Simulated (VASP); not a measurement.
# LiF (Fm-3m) in VASP: single point with r2SCAN

Aim: the single point of LiF with r2SCAN.

Everything below comes from runs of VASP 6.6.1. Logs are shortened: lines on timing, memory, paths and dates and some standing lists are left out, and cuts for length are marked.

**1. The cell of the first run**

The structure is cubic, space group Fm-3m (No. 225). The conventional cell has a = 4.123 Å, b = 4.123 Å, c = 4.123 Å, α = 90.00°, β = 90.00°, γ = 90.00°. Li (site symmetry m-3m) has 6 F at 2.06 Å within 2.7 Å. Within 2.7 Å of F (site symmetry m-3m) lie 6 Li at 2.06 Å.

**2. Single point, r2SCAN (strain +3.4%)**

POSCAR

```
LiF
1.0
    0.0000000000      2.0616999439      2.0616999439
    2.0616999439      0.0000000000      2.0616999439
    2.0616999439      2.0616999439      0.0000000000
Li F
1 1
Direct
    0.0000000000      0.0000000000      0.0000000000
    0.5000000000      0.5000000000      0.5000000000
```

INCAR.step1

```
ALGO = Normal
EDIFF = 1E-5
ENCUT = 910
GGA = PE
GGA_COMPAT = False
ISMEAR = 0
LASPH = True
LCHARG = False
LREAL = False
LWAVE = True
NBANDS = 12
NELM = 120
PREC = Accurate
SIGMA = 0.01
```

INCAR.step2

```
ALGO = Normal
EDIFF = 1E-6
ENCUT = 910
GGA_COMPAT = False
ISIF = 2
ISMEAR = 0
ISTART = 1
LASPH = True
LCHARG = False
LMIXTAU = True
LREAL = False
LWAVE = False
METAGGA = R2SCAN
NBANDS = 12
NELM = 120
PREC = Accurate
SIGMA = 0.01
```

KPOINTS

```
k-points
0
Gamma
  10 10 10
```

Potentials or basis: VASP PAW PBE potentials, release 64 (Li_sv, F_h).

On the command line:

```bash
$ cat potpaw_PBE.64/Li_sv/POTCAR potpaw_PBE.64/F_h/POTCAR > POTCAR
$ cp INCAR.step1 INCAR
$ mpirun -np 1 vasp_std > vasp.out
$ cp INCAR.step2 INCAR
$ mpirun -np 1 vasp_std > vasp.out
```

OUTCAR:

```text
EDIFF = 1E-6
   ENCUT = 910
   ISIF = 2
   ISMEAR = 0
   ISTART = 1
   LASPH = True
   LREAL = False
   METAGGA = R2SCAN
   NELM = 120
   PREC = Accurate

 ion  position               nearest neighbor table
   1  0.000  0.000  0.000-   2 2.06   2 2.06   2 2.06   2 2.06   2 2.06   2 2.06
   2  0.500  0.500  0.500-   1 2.06   1 2.06   1 2.06   1 2.06   1 2.06   1 2.06

  LATTYP: Found a face centered cubic cell.
 ALAT       =     4.1233998878

  Lattice vectors:

 A1 = (   0.0000000000,   2.0616999439,   2.0616999439)
 A2 = (   2.0616999439,   0.0000000000,   2.0616999439)
 A3 = (   2.0616999439,   2.0616999439,   0.0000000000)

Analysis of symmetry for initial positions (statically):
=====================================================================
 Subroutine PRICEL returns:
 Original cell was already a primitive cell.

 Routine SETGRP: Setting up the symmetry group for a
 face centered cubic supercell.

 Subroutine GETGRP returns: Found 48 space group operations
 (whereof 48 operations were pure point group operations)
 out of a pool of 48 trial point group operations.

The static configuration has the point symmetry O_h .

Analysis of symmetry for dynamics (positions and initial velocities):
=====================================================================
 Subroutine PRICEL returns:
 Original cell was already a primitive cell.

 Routine SETGRP: Setting up the symmetry group for a
 face centered cubic supercell.

 Subroutine GETGRP returns: Found 48 space group operations
 (whereof 48 operations were pure point group operations)
 out of a pool of 48 trial point group operations.

The dynamic configuration has the point symmetry O_h .

 Subroutine INISYM returns: Found 48 space group operations
 (whereof 48 operations are pure point group operations),
 and found     1 'primitive' translations

----------------------------------------------------------------------------------------

                                     Primitive cell

  volume of cell :      17.5270

  direct lattice vectors                    reciprocal lattice vectors
     0.000000000  2.061699944  2.061699944    -0.242518317  0.242518317  0.242518317
     2.061699944  0.000000000  2.061699944     0.242518317 -0.242518317  0.242518317
     2.061699944  2.061699944  0.000000000     0.242518317  0.242518317 -0.242518317

  length of vectors
     2.915684022  2.915684022  2.915684022     0.420054046  0.420054046  0.420054046

  position of ions in fractional coordinates (direct lattice)
     0.000000000  0.000000000  0.000000000
[... 83 lines left out ...]
   NFREE  =      0    steps in history (QN), initial steepest desc. (CG)
   ISIF   =      2    stress and relaxation
   ISYM   =      2    0-nonsym 1-usesym 2-fastsym
   POTIM  = 0.5000    time-step for ionic-motion
   TEBEG  =    0.0;   TEEND  =   0.0 temperature during run
   PSTRESS=    0.0 pullay stress
   NELECT =      10.0000    total number of electrons
   NUPDOWN=      -1.0000    fix difference up-down
   EMIN   =  10.00;   EMAX   =-10.00  energy-range for DOS
   EFERMI =   0.00;   METHOD = LEGACY
   ISMEAR =     0;   SIGMA  =   0.01  broadening in eV -4-tet -1-fermi 0-gaus
   EFERMI_NEDOS =   21; number of points for ismear=-14 and -15
   IALGO  =     38    algorithm
   IMIX   =      4    mixing-type and parameters
     AMIX     =   0.40;   BMIX     =  1.00
     AMIX_MAG =   1.60;   BMIX_MAG =  1.00
  volume/ion in A,a.u.               =       8.76        59.14
  Fermi-wavevector in a.u.,A,eV,Ry     =   1.357811  2.565891 25.084397  1.843651
  Thomas-Fermi vector in A             =   2.484698
   LORBIT       =      0    0 simple, 1 ext, 2 COOP (PROOUT), +10 PAW based schemes
   METAGGA = R2SCAN    functional components
   LHFCALC =     F    Hartree Fock is set to
   AEXX    =    0.0000 exact exchange contribution
   IVDW    =     0    specifies the selected vdW correction
   LEPSILON=     F    determine dielectric tensor
   LRPA    =     F    only Hartree local field effects (RPA)
 non-spin polarized calculation
 Gauss-broadening in eV      SIGMA  =   0.01
  energy-cutoff  :      910.00
  volume of cell :       17.53
 maximum number of plane-waves:      1106
 NGX is ok and might be reduce to    30
   NGX = 15   NGY = 15   NGZ = 15

 number of electron      10.0000003 magnetization

 Free energy of the ion-electron system (eV)
  ---------------------------------------------------
  ext. energy  EPLUGINS =         0.00000000
  ---------------------------------------------------
  free energy    TOTEN  =       -11.87683216 eV

  energy without entropy =      -11.87683216  energy(sigma->0) =      -11.87683216

 E-fermi :  -1.2968     XC(G=0): -10.1776

 val. band max:       -1.5561984711   @ k =   0.0000   0.0000   0.0000
 cond. band min:       8.0508659012   @ k =   0.0000   0.0000   0.0000
 fundamental gap:      9.6070643723
 Fermi energy:        -1.2968371205

 k-point     1 :       0.0000    0.0000    0.0000
  band No.  band energies     occupation
      1     -43.7547      2.00000
      2     -22.4714      2.00000
      3      -1.5562      2.00000
      4      -1.5562      2.00000
      5      -1.5562      2.00000
      6       8.0509      0.00000
      7      23.2722      0.00000
      8      23.2722      0.00000
      9      23.2722      0.00000
     10      23.4812      0.00000
     11      23.4812      0.00000
     12      23.4812      0.00000
[... 331 lines left out ...]
 k-point    24 :       0.4000    0.3000    0.0000
  band No.  band energies     occupation
      1     -43.7120      2.00000
      2     -22.0318      2.00000
      3      -3.6473      2.00000
      4      -2.3448      2.00000
      5      -2.2461      2.00000
      6      12.0309      0.00000
      7      15.8858      0.00000
      8      17.8331      0.00000
      9      19.4203      0.00000
     10      20.4162      0.00000
     11      32.4348      0.00000
     12      33.6662      0.00000

 [... further k-points ...]
[... 5 lines left out ...]
  --------------------------------------------------------------------------------------
  -------------------------------------------------------------------------------------
  Total       -0.8108831     -0.8108831     -0.8108831      0.0000000     -0.0000000      0.0000000
  in kB      -74.1246163    -74.1246163    -74.1246163      0.0000000     -0.0000000      0.0000000
  external PRESSURE =     -74.1246163 kB  Pullay stress =       0.0000000 kB

 VOLUME and BASIS-vectors are now :
 -----------------------------------------------------------------------------
  energy-cutoff  :      910.00
  volume of cell :       17.53
      direct lattice vectors                 reciprocal lattice vectors
     0.000000000  2.061699944  2.061699944    -0.242518317  0.242518317  0.242518317
     2.061699944  0.000000000  2.061699944     0.242518317 -0.242518317  0.242518317
     2.061699944  2.061699944  0.000000000     0.242518317  0.242518317 -0.242518317

 POSITION                                       TOTAL-FORCE (eV/Angst)
 -----------------------------------------------------------------------------------
      0.00000      0.00000      0.00000        -0.000000     -0.000000     -0.000000
      2.06170      2.06170      2.06170         0.000000      0.000000      0.000000
 -----------------------------------------------------------------------------------
    total drift:                                0.000000      0.000000      0.000000

  FREE ENERGIE OF THE ION-ELECTRON SYSTEM (eV)
  ---------------------------------------------------
  free  energy   TOTEN  =       -11.8768321591 eV

  energy  without entropy=      -11.8768321591  energy(sigma->0) =      -11.87683216
```

Run time: 67 s. Hardware: 1 thread of Intel Xeon Platinum 8488C (Sapphire Rapids), shared host; peak memory 0.17 GiB.

What came out:

| Property | Result |
| --- | --- |
| Free energy | -11.8768 eV |
| Pressure | -7.4 GPa |
| Band gap on the k mesh | 9.61 eV |

Caveat: the cell differs from its parent crystal (strain +3.4%); the cutoff is under 1.25 times the usual one of these potentials, so pressure, stress and relaxed cells hold a basis-set (Pulay) error; the cell stands under tension; the PAW data sets were made with another functional, which shifts forces and pressure a little. A k mesh can miss the band edges.
